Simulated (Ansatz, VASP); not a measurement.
## Li: VASP beside Ansatz

```xyz
2
Lattice="3.1110 -0.0311 -0.0311 -1.5824 2.7098 -0.0114 -0.0509 -0.0509 5.0930" Properties=species:S:1:pos:R:3 pbc="T T T"
Li   -0.0307    1.7834    1.2553
Li    1.5083    0.8443    3.7952
```

Change from the starting cell: equal xy, yz and zx shear strains of -2 %, crystal datasets.

Alike in both runs: task electric field gradients; functional PBE; k mesh 15 × 15 × 8; occupations fermi-dirac, width 0.08 eV; no spin polarisation.

|  | VASP | Ansatz |
| --- | --- | --- |
| version | VASP 6.6.1 | Ansatz 0.2.0 |
| potentials or method | VASP PAW PBE potentials, release 64 (Li_sv), cutoff 520 eV | all-electron PAW with datasets made for the crystal, scalar-relativistic |

|  | VASP | Ansatz | Ansatz less VASP |
| --- | --- | --- | --- |
| rms of the force components (eV/Å) | 0.005 | 0.005 | 0.0000 |

Atom by atom the forces differ by 0.000 eV/Å (rms over components). Ansatz ran all-electron here, and VASP with PAW potentials. Ansatz's warnings: printed levels off.

Noted on VASP's run: the cutoff is under 1.25 times that of the potentials, so the pressure is a little rough.
